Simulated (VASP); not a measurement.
Wanted: the native input for a VASP 6.6.1 run.

```
Task                   : single point
Functional             : LDA
Potentials or basis    : VASP PAW LDA potentials, release 64 (Ca_sv, B, H)
Cutoff                 : 520 eV
k mesh                 : 9 × 9 × 7
Occupations            : gaussian, width 0.02 eV
Spin                   : no spin polarisation
Dipole correction      : no
Further INCAR settings : ALGO = Normal; EDIFF = 1e-06; NBANDS = 17
```

The structure of CaB2H2 lies in POSCAR:

```
CaB2H2
1.0
    3.4767192709      0.0000000000      0.0000000000
   -1.7383596355      3.0109272105      0.0000000000
    0.0000000000      0.0000000000      3.9792940000
Ca B H
1 2 2
Direct
    0.0000000000      0.0000000000      0.0000000000
    0.3333333333      0.6666666667      0.4628360000
    0.6666666667      0.3333333333      0.5371640000
    0.3333333333      0.6666666667      0.1511690000
    0.6666666667      0.3333333333      0.8488310000
```

One way to write it, as run:

INCAR

```
SYSTEM = CaB2H2
PREC     = Accurate       ! precision mode
ENCUT    = 520            ! plane-wave cutoff, eV
EDIFF    = 1E-6           ! SCF threshold, eV
ISMEAR   = 0              ! smearing method
SIGMA    = 0.02           ! smearing width, eV
LREAL    = .FALSE.        ! projectors in reciprocal space
LASPH    = .TRUE.         ! aspherical terms in the spheres
NELM     = 100            ! most SCF steps
ALGO     = Normal         ! electronic algorithm
ISIF     = 2              ! what is computed and relaxed
LWAVE    = .FALSE.        ! write WAVECAR
LCHARG   = .TRUE.         ! write CHGCAR
GGA      = CA             ! functional
LELF     = .TRUE.         ! ELF
LVHAR    = .TRUE.       
NBANDS   = 17             ! bands
```

KPOINTS

```
regular mesh
0
G
  9 9 7
  0 0 0
```

Potentials or basis: VASP PAW LDA potentials, release 64 (Ca_sv, B, H).

Run with:

```sh
$ cat potpaw_LDA.64/Ca_sv/POTCAR potpaw_LDA.64/B/POTCAR potpaw_LDA.64/H/POTCAR > POTCAR
$ mpirun -np 1 vasp_std > vasp.out
```

Results of the run:

| Quantity | Value |
| --- | --- |
| Pressure | -6.7 GPa |
| Largest force | 0.095 eV/Å |
| Band gap on the k mesh | 0.10 eV, indirect (least direct gap 1.79 eV) |

Run time: 20 s on 1 thread of Intel(R) Xeon(R) 6975P-C (Granite Rapids), with other jobs on the host, peak memory 0.17 GiB.
